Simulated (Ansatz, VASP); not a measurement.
# Two plane-wave programs on GaO4

File INCAR:

```
PREC = Accurate ; ENCUT = 520
EDIFF = 1E-6 ; ISMEAR = 0
SIGMA = 0.1 ; LREAL = F
LASPH = T ; NELM = 100
ALGO = Normal ; ISIF = 2
LWAVE = F ; LCHARG = F
GGA = PE ; NBANDS = 26
```

Contents of KPOINTS:

```
Automatic mesh
0
Gamma
  6 6 4
```

File POSCAR:

```
GaO4
1.0
    3.2786314200      0.0000000000      0.0000000000
    0.0000000000      3.2786314200      0.0000000000
    0.0000000000      0.0000000000      4.8742052800
Ga O
1 4
Direct
    0.5000000000      0.5000000000      0.0000000000
    0.0000000000      0.5000000000      0.5000000000
    0.5000000000      0.0000000000      0.5000000000
    0.5000000000      0.5000000000      0.3546315900
    0.5000000000      0.5000000000      0.6453684100
```

Input for Ansatz:

```yaml
crystal:
  lattice:
    - [3.27863142, 0.0, 0.0]
    - [0.0, 3.27863142, 0.0]
    - [0.0, 0.0, 4.87420528]
  atoms:
    - { symbol: Ga, position: [0.5, 0.5, 0.0] }
    - { symbol: O, position: [0.0, 0.5, 0.5] }
    - { symbol: O, position: [0.5, 0.0, 0.5] }
    - { symbol: O, position: [0.5, 0.5, 0.35463159] }
    - { symbol: O, position: [0.5, 0.5, 0.64536841] }
basis:
  ecutwfc: 420
kpoints:
  mp_grid: { grid: [6, 6, 4] }
hamiltonian:
  xc: pbe
scf:
  occupations: { method: gaussian, width: 0.1 }
  lower_state_search: "off"
output:
  forces: true
  stress: true
  eigenvalues: true
```

Alike in both runs: task single point; functional PBE; k mesh 6 × 6 × 4; occupations gaussian, width 0.1 eV; no spin polarisation.

|  | VASP | Ansatz |
| --- | --- | --- |
| version | VASP 6.6.1 | Ansatz 0.2.0 |
| potentials or method | VASP PAW PBE potentials, release 64 (Ga_d, O), cutoff 520 eV | scalar-relativistic, plane waves, PAW |
| valence electrons in the cell | 37 | 37 |

|  | VASP | Ansatz | Ansatz less VASP |
| --- | --- | --- | --- |
| gap on the k mesh at the Fermi level (eV) | none | none | - |
| rms of the force components (eV/Å) | 1.546 | 1.440 | -0.1061 |

Atom by atom the forces differ by 0.106 eV/Å (rms over components). A gap of «none» marks a metal or a gap that the smearing closes.
